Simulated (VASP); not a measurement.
Wanted: the native input for a VASP 6.6.1 run.

| Quantity | Value |
| --- | --- |
| Task | single point |
| Functional | PBE |
| Potentials or basis | VASP PAW PBE potentials, release 64 (Pt, Cl) |
| Cutoff | 520 eV |
| k mesh | 6 × 6 × 4 |
| Occupations | gaussian, width 0.1 eV |
| Spin | no spin polarisation |
| Dipole correction | no |
| Further INCAR settings | ALGO = Normal; EDIFF = 1e-07; NBANDS = 20 |

The structure of Pt2Cl lies in POSCAR:

```
Pt2Cl
1.0
    3.8365803450      0.0000000000      0.0000000000
   -1.9182901725      3.3225760424      0.0000000000
    0.0000000000      0.0000000000      4.1424870834
Pt Cl
2 1
Direct
    0.3333333333      0.6666666667      0.5000000000
    0.6666666667      0.3333333333      0.5000000000
    0.0000000000      0.0000000000      0.0000000000
```

These files were run (other wordings do the same):

INCAR

```
SYSTEM = Pt2Cl
  ALGO = Normal
  EDIFF = 1E-7
  ENCUT = 520
  GGA = PE
  ISIF = 2
  ISMEAR = 0
  LASPH = .True.
  LCHARG = .False.
  LREAL = .False.
  LWAVE = .False.
  NBANDS = 20
  NELM = 80
  PREC = Accurate
  SIGMA = 0.1
```

KPOINTS

```
k-points
0
Gamma
  6 6 4
  0 0 0
```

Potentials or basis: VASP PAW PBE potentials, release 64 (Pt, Cl).

Run with:

```console
$ cat potpaw_PBE.64/Pt/POTCAR potpaw_PBE.64/Cl/POTCAR > POTCAR
$ mpirun -np 1 vasp_std > vasp.out
```

Results of the run:

```
Pressure : 50.6 GPa
```

Caveat: the k points lie up to 0.38 Å⁻¹ apart; an odd number of electrons without spin polarisation forces a metal; a magnetic or distorted state may lie lower.

It took 14 s on 1 thread of AMD EPYC 9R14 (Zen 4), on a shared host, peak memory 0.15 GiB.
